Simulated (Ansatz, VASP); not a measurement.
**Cu: VASP beside Ansatz**

The input INCAR:

```
SYSTEM = Cu
ALGO = Normal
EDIFF = 1E-6
ENCUT = 520
GGA = PS
ISIF = 2
ISMEAR = -1
LASPH = .True.
LCHARG = .True.
LELF = .True.
LREAL = .False.
LVHAR = .True.
LWAVE = .False.
NBANDS = 18
NELM = 60
PREC = Accurate
SIGMA = 0.1
```

Contents of KPOINTS:

```
k-points
0
Gamma
  17 17 17
  0 0 0
```

File POSCAR:

```
Cu
1.0
    0.0000000000      2.5802191117      2.5802191117
    2.5802191117      0.0000000000      2.5802191117
    2.5802191117      2.5802191117      0.0000000000
Cu
2
Direct
    0.1250000000      0.1250000000      0.1250000000
    0.8750000000      0.8750000000      0.8750000000
```

Input for Ansatz:

```yaml
crystal:
  lattice:
    - [0.0, 2.5802191117, 2.5802191117]
    - [2.5802191117, 0.0, 2.5802191117]
    - [2.5802191117, 2.5802191117, 0.0]
  atoms:
    - { symbol: Cu, position: [0.125, 0.125, 0.125] }
    - { symbol: Cu, position: [0.875, 0.875, 0.875] }
hamiltonian:
  xc: pbesol
  pseudopotentials:
    kind: paw
    azcp:
      Cu: "pseudopotentials/Cu.paw.azcp"
basis:
  ecutwfc: 420
  fft_grid_basis: typed
kpoints:
  mp_grid: { grid: [17, 17, 17], shift: [0, 0, 0] }
magnetization:
  spin_polarized: false
scf:
  occupations: { method: fermi_dirac, width: 0.1 }
output:
  stress: true
  write_density: true
  write_potential: true
  elf: true
  volumetric_format: npy
```

Alike in both runs: task single point; functional PBEsol; k mesh 17 × 17 × 17; occupations fermi-dirac, width 0.1 eV; no spin polarisation.

|  | VASP | Ansatz |
| --- | --- | --- |
| version | VASP 6.6.1 | Ansatz 0.2.0 |
| potentials or method | VASP PAW PBE potentials, release 64 (Cu), cutoff 520 eV | plane waves (420 eV) with PAW, scalar-relativistic |
| valence electrons in the cell | 22 | 38 |

```tsv
	VASP	Ansatz	Ansatz less VASP
pressure (GPa)	3.1	3.1	-0.05
```

VASP's potentials were made for PBE, not for PBEsol, and Ansatz warns of the same on its side. VASP's potentials hold 22 valence electrons a cell and Ansatz's 38, so a difference there can come from the potentials and not from the codes.
